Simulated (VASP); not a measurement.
# Rb3NaO2 (Cmmm) in VASP: further runs

Runs on Rb3NaO2. Level: PBE. Tasks: single point.

Everything below comes from runs of VASP 6.6.1. Logs are shortened: lines on timing, memory, paths and dates and some standing lists are left out, and cuts for length are marked.

### 1 The cell of the first run

The structure is orthorhombic, space group Cmmm (No. 65). Conventional cell: a = 8.191 Å, b = 9.784 Å, c = 4.284 Å, α = 90.00°, β = 90.00°, γ = 90.00°. Rb (site symmetry mmm) has 2 O at 2.70 Å within 3.6 Å. Within 3.9 Å of Rb (site symmetry 2/m) lie 4 O at 2.97 Å and 4 Rb at 3.84 Å and 4 Na at 3.84 Å. Na (site symmetry mmm) has 2 O at 2.19 Å within 2.9 Å. O (site symmetry m2m) has 1 Na at 2.19 Å and 5 Rb at 2.70 to 2.97 Å within 3.0 Å.

The cell was generated, and may not be a known phase.

### 2 Single point, PBE, collinear spin, ferromagnetic start

File INCAR:

```
  PREC = Accurate
  ENCUT = 520
  EDIFF = 1E-6
  ISMEAR = 0
  SIGMA = 0.1
  LREAL = False
  LASPH = True
  NELM = 150
  ALGO = Normal
  ISIF = 2
  LWAVE = False
  LCHARG = False
  ISPIN = 2
  MAGMOM = 0 0 0 0 1 1
  LORBIT = 11
  GGA = PE
  NBANDS = 36
```

File KPOINTS:

```
regular mesh
0
Gamma
  4 4 4
```

File POSCAR:

```
Rb3NaO2
1.0
    4.0956420058     -4.8919521879      0.0000000000
    4.0956420058      4.8919521879      0.0000000000
    0.0000000000      0.0000000000      4.2843494012
Rb Na O
3 1 2
Direct
    0.5000000000      0.5000000000      0.0000000000
    0.0000000000      0.5000000000      0.5000000000
    0.5000000000      0.0000000000      0.5000000000
    0.0000000000      0.0000000000      0.0000000000
    0.7759193044      0.2240806956      0.0000000000
    0.2240806956      0.7759193044      0.0000000000
```

Potentials or basis: VASP PAW PBE potentials, release 64 (Rb_sv, Na_pv, O).

Launch:

```
> cat potpaw_PBE.64/Rb_sv/POTCAR potpaw_PBE.64/Na_pv/POTCAR potpaw_PBE.64/O/POTCAR > POTCAR
> mpirun -np 1 vasp_std > vasp.out
```

OUTCAR:

```text
PREC = Accurate
   ENCUT = 520
   EDIFF = 1E-6
   ISMEAR = 0
   LREAL = False
   LASPH = True
   NELM = 150
   ISIF = 2
   ISPIN = 2
   LORBIT = 11
   GGA = PE

 ion  position               nearest neighbor table
   1  0.500  0.500  0.000-   5 2.70   6 2.70   2 3.84   3 3.84   2 3.84   3 3.84   3 3.84   3 3.84
                             2 3.84   2 3.84   4 4.10   4 4.10
   2  0.000  0.500  0.500-   5 2.97   6 2.97   5 2.97   6 2.97   1 3.84   4 3.84   1 3.84   4 3.84
                             4 3.84   4 3.84   1 3.84   1 3.84   3 4.10   3 4.10   3 4.89   3 4.89
   3  0.500  0.000  0.500-   5 2.97   6 2.97   5 2.97   6 2.97   1 3.84   4 3.84   1 3.84   4 3.84
                             1 3.84   1 3.84   4 3.84   4 3.84   2 4.10   2 4.10   2 4.89   2 4.89
   4  0.000  0.000  0.000-   5 2.19   6 2.19   2 3.84   3 3.84   2 3.84   3 3.84   2 3.84   2 3.84
                             3 3.84   3 3.84   1 4.10   1 4.10
   5  0.776  0.224  0.000-   4 2.19   1 2.70   3 2.97   2 2.97   2 2.97   3 2.97
   6  0.224  0.776  0.000-   4 2.19   1 2.70   3 2.97   2 2.97   2 2.97   3 2.97

  LATTYP: Found a base centered orthorhombic cell.
 ALAT       =     8.1912840116
 B/A-ratio  =     1.1944286588
 C/A-ratio  =     0.5230375842

  Lattice vectors:

 A1 = (   4.0956420058,  -4.8919521879,   0.0000000000)
 A2 = (   4.0956420058,   4.8919521879,   0.0000000000)
 A3 = (   0.0000000000,   0.0000000000,   4.2843494012)

Analysis of symmetry for initial positions (statically):
=====================================================================
 Subroutine PRICEL returns:
 Original cell was already a primitive cell.

 Routine SETGRP: Setting up the symmetry group for a
 base centered orthorhombic supercell.

 Subroutine GETGRP returns: Found  8 space group operations
 (whereof  8 operations were pure point group operations)
 out of a pool of  8 trial point group operations.

The static configuration has the point symmetry D_2h.

Analysis of symmetry for dynamics (positions and initial velocities):
=====================================================================
 Subroutine PRICEL returns:
 Original cell was already a primitive cell.

 Routine SETGRP: Setting up the symmetry group for a
 base centered orthorhombic supercell.

 Subroutine GETGRP returns: Found  8 space group operations
 (whereof  8 operations were pure point group operations)
 out of a pool of  8 trial point group operations.

The dynamic configuration has the point symmetry D_2h.

Analysis of structural, dynamic, and magnetic symmetry:
=====================================================================
 Subroutine PRICEL returns:
 Original cell was already a primitive cell.

 Routine SETGRP: Setting up the symmetry group for a
 base centered orthorhombic supercell.

 Subroutine GETGRP returns: Found  8 space group operations
 (whereof  8 operations were pure point group operations)
 out of a pool of  8 trial point group operations.

The overall configuration has the point symmetry D_2h.

 Subroutine INISYM returns: Found  8 space group operations
 (whereof  8 operations are pure point group operations),
 and found     1 'primitive' translations

----------------------------------------------------------------------------------------

                                     Primitive cell

  volume of cell :     171.6797

  direct lattice vectors                    reciprocal lattice vectors
     4.095642006 -4.891952188  0.000000000     0.122080982 -0.102208685  0.000000000
     4.095642006  4.891952188  0.000000000     0.122080982  0.102208685  0.000000000
     0.000000000  0.000000000  4.284349401     0.000000000  0.000000000  0.233407667

  length of vectors
     6.380084611  6.380084611  4.284349401     0.159218032  0.159218032  0.233407667

  position of ions in fractional coordinates (direct lattice)
     0.500000000  0.500000000  0.000000000
     0.000000000  0.500000000  0.500000000
     0.500000000  0.000000000  0.500000000
     0.000000000  0.000000000  0.000000000
     0.775919304  0.224080696  0.000000000
     0.224080696  0.775919304  0.000000000

[... 42 lines left out ...]
 -0.250000  0.250000  0.000000      2.000000
[... 13 lines left out ...]
 -0.250000  0.250000  0.500000      2.000000
  0.500000  0.500000  0.500000      1.000000
   k-points           NKPTS =     21   k-points in BZ     NKDIM =     21   number of bands    NBANDS=     36
   number of dos      NEDOS =    301   number of ions     NIONS =      6
   total plane-waves  NPLWV =  73728
   dimension x,y,z NGX =    48 NGY =   48 NGZ =   32
   dimension x,y,z NGXF=    96 NGYF=   96 NGZF=   64
   ions per type =               3   1   2
   NGX,Y,Z   is equivalent  to a cutoff of  12.51, 12.51, 12.42 a.u.
   NGXF,Y,Z  is equivalent  to a cutoff of  25.01, 25.01, 24.83 a.u.
 SYSTEM =  unknown system
   PREC   = accura    normal or accurate (medium, high low for compatibility)
   ISTART =      0    job   : 0-new  1-cont  2-samecut
   ICHARG =      2    charge: 1-file 2-atom 10-const
   ISPIN  =      2    spin polarized calculation?
   LNONCOLLINEAR =      F non collinear calculations
   LSORBIT =      F    spin-orbit coupling
   LASPH  =      T    aspherical Exc in radial PAW
   ENCUT  =  520.0 eV  38.22 Ry    6.18 a.u.  11.86 11.86  7.97*2*pi/ulx,y,z
   NELM   =    150;   NELMIN=  2; NELMDL= -5     # of ELM steps
   EDIFF  = 0.1E-05   stopping-criterion for ELM
   LREAL  =      F    real-space projection
   EDIFFG = 0.1E-04   stopping-criterion for IOM
   NSW    =      0    number of steps for IOM
   IBRION =     -1    ionic relax: 0-MD 1-quasi-New 2-CG
   NFREE  =      0    steps in history (QN), initial steepest desc. (CG)
   ISIF   =      2    stress and relaxation
   ISYM   =      2    0-nonsym 1-usesym 2-fastsym
   POTIM  = 0.5000    time-step for ionic-motion
   TEBEG  =    0.0;   TEEND  =   0.0 temperature during run
   PSTRESS=    0.0 pullay stress
   NELECT =      46.0000    total number of electrons
   NUPDOWN=      -1.0000    fix difference up-down
   EMIN   =  10.00;   EMAX   =-10.00  energy-range for DOS
   EFERMI =   0.00;   METHOD = LEGACY
   ISMEAR =     0;   SIGMA  =   0.10  broadening in eV -4-tet -1-fermi 0-gaus
   EFERMI_NEDOS =   21; number of points for ismear=-14 and -15
   IALGO  =     38    algorithm
   IMIX   =      4    mixing-type and parameters
     AMIX     =   0.40;   BMIX     =  1.00
     AMIX_MAG =   1.60;   BMIX_MAG =  1.00
  volume/ion in A,a.u.               =      28.61       193.09
  Fermi-wavevector in a.u.,A,eV,Ry     =   1.055410  1.994435 15.155389  1.113890
  Thomas-Fermi vector in A             =   2.190607
   LORBIT       =     11    0 simple, 1 ext, 2 COOP (PROOUT), +10 PAW based schemes
   GGA     = PE    functional components
   LHFCALC =     F    Hartree Fock is set to
   AEXX    =    0.0000 exact exchange contribution
   IVDW    =     0    specifies the selected vdW correction
   LEPSILON=     F    determine dielectric tensor
   LRPA    =     F    only Hartree local field effects (RPA)
 spin polarized calculation
 Gauss-broadening in eV      SIGMA  =   0.10
  energy-cutoff  :      520.00
  volume of cell :      171.68
 maximum number of plane-waves:      4672
   NGX = 23   NGY = 23   NGZ = 15

 number of electron      45.9999988 magnetization      -0.0006418

 number of electron      45.9999988 magnetization       0.0002174

 Free energy of the ion-electron system (eV)
  ---------------------------------------------------
  ext. energy  EPLUGINS =         0.00000000
  ---------------------------------------------------
  free energy    TOTEN  =       -18.99379924 eV

  energy without entropy =      -18.98986734  energy(sigma->0) =      -18.99183329

 E-fermi :   0.6713     XC(G=0):  -7.5293

 val. band max:        0.5976124778   @ k =  -0.2500   0.2500   0.0000
 cond. band min:       0.9848876721   @ k =   0.2500   0.0000   0.0000
 fundamental gap:      0.3872751943
 Fermi energy:         0.6713164502

 spin component 1

 k-point     1 :       0.0000    0.0000    0.0000
  band No.  band energies     occupation
      1     -27.0591      1.00000
      2     -25.9148      1.00000
      3     -25.8929      1.00000
      4     -22.2829      1.00000
      5     -22.2637      1.00000
      6     -21.9848      1.00000
[... 787 lines left out ...]
     34       7.8770      0.00000
     35       8.0734      0.00000
 Fermi energy:         0.6713164502

 spin component 2

 k-point     1 :       0.0000    0.0000    0.0000
  band No.  band energies     occupation
      1     -27.0591      1.00000
      2     -25.9148      1.00000
      3     -25.8929      1.00000
      4     -22.2829      1.00000
      5     -22.2637      1.00000
      6     -21.9848      1.00000
[... 787 lines left out ...]
     34       7.8770      0.00000
     35       8.0734      0.00000
 [bands above 35 left out]

------------------------ aborting loop because EDIFF is reached ----------------------------------------

  FORCE on cell =-STRESS in cart. coord.  units (eV):
  Direction    XX          YY          ZZ          XY          YZ          ZX
  --------------------------------------------------------------------------------------
  -------------------------------------------------------------------------------------
  Total        0.5717571      0.1671179      0.1188063     -0.0000000      0.0000000      0.0000000
  in kB        5.3358431      1.5596041      1.1087432     -0.0000000      0.0000000      0.0000000
  external PRESSURE =       2.6680635 kB  Pullay stress =       0.0000000 kB

 VOLUME and BASIS-vectors are now :
 -----------------------------------------------------------------------------
  energy-cutoff  :      520.00
  volume of cell :      171.68
      direct lattice vectors                 reciprocal lattice vectors
     4.095642006 -4.891952188  0.000000000     0.122080982 -0.102208685  0.000000000
     4.095642006  4.891952188  0.000000000     0.122080982  0.102208685  0.000000000
     0.000000000  0.000000000  4.284349401     0.000000000  0.000000000  0.233407667

 POSITION                                       TOTAL-FORCE (eV/Angst)
 -----------------------------------------------------------------------------------
      4.09564      0.00000      0.00000         0.000000      0.000000     -0.000000
      2.04782      2.44598      2.14217         0.000000     -0.000000     -0.000000
      2.04782     -2.44598      2.14217         0.000000     -0.000000     -0.000000
      0.00000      0.00000      0.00000         0.000000      0.000000     -0.000000
      4.09564     -2.69957      0.00000         0.000000      0.108474      0.000000
      4.09564      2.69957      0.00000         0.000000     -0.108474      0.000000
 -----------------------------------------------------------------------------------
    total drift:                               -0.000000      0.000000     -0.000000

  FREE ENERGIE OF THE ION-ELECTRON SYSTEM (eV)
  ---------------------------------------------------
  free  energy   TOTEN  =       -18.9937992439 eV

  energy  without entropy=      -18.9898673393  energy(sigma->0) =      -18.99183329

 total charge

# of ion       s       p       d       tot
------------------------------------------
    1        1.952   5.331   0.049   7.331
    2        1.951   5.334   0.038   7.323
    3        1.951   5.334   0.038   7.323
    4        0.094   6.001   0.000   6.095
    5        1.561   3.306   0.000   4.867
    6        1.561   3.306   0.000   4.867
--------------------------------------------------
tot          9.069  28.611   0.125  37.806

 magnetization (x)

# of ion       s       p       d       tot
------------------------------------------
    1        0.000  -0.000  -0.000   0.000
    2        0.000  -0.000   0.000  -0.000
    3        0.000  -0.000   0.000  -0.000
    4        0.000   0.000   0.000   0.000
    5       -0.000   0.000   0.000   0.000
    6       -0.000   0.000   0.000   0.000
--------------------------------------------------
tot          0.000   0.000  -0.000   0.000
```

Run time: 3.6 min. Hardware: 1 thread of Intel Xeon 6975P-C (Granite Rapids), shared host; peak memory 0.41 GiB.

What came out:

```yaml
Free_energy: -18.9938 eV
Pressure: 0.3 GPa
Largest_force: 0.108 eV/Å
Band_gap_on_the_k_mesh: zero (filled and empty bands overlap)
Net_moment: 0.00 μB per cell
Valence_electrons_inside_the_program's_atomic_spheres: Rb 7.33, 7.32 (each value once); Na 6.09; O 4.87
```

Forces on the atoms (eV/Å):
```
Rb   0.000  0.000  0.000
Rb   0.000  0.000  0.000
Rb   0.000  0.000  0.000
Na   0.000  0.000  0.000
O    0.000  0.108  0.000
O    0.000 -0.108  0.000
```

Caveat: the k points lie up to 0.37 Å⁻¹ apart; semilocal functionals underestimate gaps, and a narrow one can read as zero.

### 3 Single point, PBE, collinear spin, ferromagnetic start

File INCAR:

```
SYSTEM = Rb3NaO2
  ALGO = Normal
  EDIFF = 1E-6
  ENCUT = 520
  GGA = PE
  ISIF = 2
  ISMEAR = 0
  ISPIN = 2
  LASPH = .TRUE.
  LCHARG = .TRUE.
  LELF = .TRUE.
  LORBIT = 11
  LREAL = .FALSE.
  LVHAR = .TRUE.
  LWAVE = .FALSE.
  MAGMOM = 0 0 0 0 1 1
  NBANDS = 36
  NELM = 150
  PREC = Accurate
  SIGMA = 0.1
```

File KPOINTS:

```
k-points
0
G
  4 4 4
  0 0 0
```

POSCAR is that of step 2.

Potentials or basis: VASP PAW PBE potentials, release 64 (Rb_sv, Na_pv, O).

Launch:

```
> cat potpaw_PBE.64/Rb_sv/POTCAR potpaw_PBE.64/Na_pv/POTCAR potpaw_PBE.64/O/POTCAR > POTCAR
> mpirun -np 1 vasp_std > vasp.out
```

It took 1.9 min on 1 thread of Intel Xeon 6975P-C (Granite Rapids), shared host; peak memory 0.4 GiB.

The run converged. Its results:

* Free energy: -18.9938 eV
* Pressure: 0.3 GPa
* Largest force: 0.108 eV/Å
* Band gap on the k mesh: zero (filled and empty bands overlap)
* Net moment: 0.00 μB per cell
* Valence electrons inside the program's atomic spheres: Rb 7.33, 7.32 (each value once); Na 6.09; O 4.87

Forces in eV/Å, atoms in the order of the input:
```
Rb   0.000  0.000  0.000
Rb   0.000  0.000  0.000
Rb   0.000  0.000  0.000
Na   0.000  0.000  0.000
O    0.000  0.108  0.000
O    0.000 -0.108  0.000
```

Stress tensor (GPa, compression positive):
```
0.53 0.00 0.00
0.00 0.16 0.00
0.00 0.00 0.11
```

Levels at points of the mesh, in eV from the Fermi level:
Spin up:
```
           k point  band 20  band 21  band 22  band 23  band 24  band 25  band 26  band 27
(0.00, 0.00, 0.00)    -0.58    -0.30    -0.25    -0.08    -0.08     2.17     3.29     3.86
(0.50, 0.00, 0.00)    -0.68    -0.55    -0.37    -0.30     0.83     1.66     3.02     4.84
(0.50, 0.50, 0.00)    -0.52    -0.30    -0.12    -0.08     1.35     2.11     2.52     3.86
(0.00, 0.00, 0.50)    -0.45    -0.33    -0.30    -0.27     1.93     2.69     3.27     3.29
(0.50, 0.00, 0.50)    -0.61    -0.56    -0.45    -0.33     2.07     2.76     2.82     3.60
(0.50, 0.50, 0.50)    -0.45    -0.30    -0.27    -0.17     1.78     2.55     3.08     3.49
```
Spin down:
```tsv
k point	band 21	band 22	band 23	band 24	band 25	band 26
(0.00, 0.00, 0.00)	-0.30	-0.25	-0.08	-0.08	2.17	3.29
(0.50, 0.00, 0.00)	-0.55	-0.37	-0.30	0.83	1.66	3.02
(0.50, 0.50, 0.00)	-0.30	-0.12	-0.08	1.35	2.11	2.52
(0.00, 0.00, 0.50)	-0.33	-0.30	-0.27	1.93	2.69	3.27
(0.50, 0.00, 0.50)	-0.56	-0.45	-0.33	2.07	2.76	2.82
(0.50, 0.50, 0.50)	-0.30	-0.27	-0.17	1.78	2.55	3.08
```

Caveat: the k points lie up to 0.37 Å⁻¹ apart; semilocal functionals underestimate gaps, and a narrow one can read as zero.

### 4 Single point, PBE

This run uses another cell than the first one, of 28.96 Å³/atom.

File INCAR:

```
SYSTEM = Rb3NaO2
PREC     = Accurate       ! precision mode
ENCUT    = 520            ! plane-wave cutoff, eV
EDIFF    = 1E-6           ! SCF threshold, eV
ISMEAR   = 0              ! smearing method
SIGMA    = 0.1            ! smearing width, eV
LREAL    = .FALSE.        ! projectors in reciprocal space
LASPH    = .TRUE.         ! aspherical terms in the spheres
NELM     = 80             ! most SCF steps
ALGO     = Fast           ! electronic algorithm
ISIF     = 2              ! what is computed and relaxed
LWAVE    = .FALSE.        ! write WAVECAR
LCHARG   = .TRUE.         ! write CHGCAR
GGA      = PE             ! functional
LELF     = .TRUE.         ! ELF
LVHAR    = .TRUE.       
NBANDS   = 32             ! bands
```

File KPOINTS:

```
Automatic mesh
0
G
  6 6 8
  0 0 0
```

File POSCAR:

```
Rb3NaO2
1.0
    4.1710478051     -4.8759070949      0.0000000000
    4.1710478051      4.8759070949      0.0000000000
    0.0000000000      0.0000000000      4.2720063402
Rb Na O
3 1 2
Direct
    0.5000000000      0.5000000000      0.0000000000
    0.0000000000      0.5000000000      0.5000000000
    0.5000000000      0.0000000000      0.5000000000
    0.0000000000      0.0000000000      0.0000000000
    0.7736712808      0.2263287192      0.0000000000
    0.2263287192      0.7736712808      0.0000000000
```

Launch:

```
> cat potpaw_PBE.64/Rb_sv/POTCAR potpaw_PBE.64/Na_pv/POTCAR potpaw_PBE.64/O/POTCAR > POTCAR
> mpirun -np 1 vasp_std > vasp.out
```

Run time: 32 min. Hardware: 1 thread of Oxide Virtual Turin-like, shared host; peak memory 0.43 GiB.

The run converged. Its results:

| Property | Result |
| --- | --- |
| Free energy | -18.9998 eV |
| Pressure | 0.1 GPa |
| Band gap on the k mesh | 0.01 eV (least direct gap 0.02 eV) |

Stress tensor (GPa, compression positive):
```
0.04 0.00 0.00
0.00 0.18 0.00
0.00 0.00 0.03
```

Levels at points of the mesh, in eV from the valence-band top:
```csv
k point,band 20,band 21,band 22,band 23,band 24,band 25,band 26,band 27
"(0.00, 0.00, 0.00)",-0.46,-0.19,-0.13,-0.01,0.01,2.26,3.29,3.89
"(0.50, 0.00, 0.00)",-0.61,-0.45,-0.26,-0.19,0.93,1.72,3.07,4.82
"(0.50, 0.50, 0.00)",-0.39,-0.18,-0.04,-0.02,1.46,2.13,2.58,3.92
"(0.00, 0.00, 0.50)",-0.38,-0.25,-0.22,-0.17,2.04,2.77,3.38,3.39
"(0.50, 0.00, 0.50)",-0.49,-0.48,-0.37,-0.25,2.18,2.80,2.94,3.66
"(0.50, 0.50, 0.50)",-0.40,-0.21,-0.21,-0.06,1.86,2.59,3.19,3.68
```

Caveat: the smearing spreads over this small gap; semilocal functionals underestimate gaps, and a narrow one can read as zero. A k mesh can miss the band edges.

The gap in the log of VASP goes by the Fermi energy; the results here count the filled bands.